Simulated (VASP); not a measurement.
Set up this calculation in VASP 6.6.1, as the native input.

```yaml
Task: single point
Functional: PBE
Potentials_or_basis: VASP PAW PBE potentials, release 64 (Cd, Te, Se)
Cutoff: 520 eV
k_mesh: 12 × 12 × 4
Occupations: gaussian, width 0.01 eV
Spin: no spin polarisation
Dipole_correction: no
Further_INCAR_settings: ALGO = Normal; EDIFF = 1e-06; NBANDS = 36
```

The structure of Cd3TeSe2 lies in POSCAR:

```
Cd3TeSe2
1.0
    4.4815560227      0.0000000000      0.0000000000
   -2.2407780113      3.8811413641      0.0000000000
    0.0000000000      0.0000000000     10.9800544826
Cd Te Se
3 1 2
Direct
    0.0000000000      0.0000000000      0.0130560915
    0.6666666667      0.3333333333      0.3336826820
    0.3333333333      0.6666666667      0.6526404601
    0.0000000000      0.0000000000      0.7526732219
    0.6666666667      0.3333333333      0.0889339365
    0.3333333333      0.6666666667      0.4090136080
```

These files were run (other wordings do the same):

INCAR

```
PREC = Accurate
ENCUT = 520
EDIFF = 1E-6
ISMEAR = 0
SIGMA = 0.01
LREAL = False
LASPH = True
NELM = 80
ALGO = Normal
ISIF = 2
LWAVE = False
LCHARG = False
GGA = PE
NBANDS = 36
```

KPOINTS

```
regular mesh
0
Gamma
  12 12 4
```

Potentials or basis: VASP PAW PBE potentials, release 64 (Cd, Te, Se).

Run with:

```sh
$ cat potpaw_PBE.64/Cd/POTCAR potpaw_PBE.64/Te/POTCAR potpaw_PBE.64/Se/POTCAR > POTCAR
$ mpirun -np 1 vasp_std > vasp.out
```

Results of the run:

- Pressure: 0.2 GPa
- Largest force: 0.010 eV/Å
- Band gap on the k mesh: 0.09 eV

Caveat: semilocal functionals underestimate gaps, and a narrow one can read as zero; spin-orbit coupling is left out, which moves the levels of the heavy elements.

It took 5.8 min on 1 thread of Intel(R) Xeon(R) Platinum 8559C (Emerald Rapids), on a shared host, peak memory 0.6 GiB.
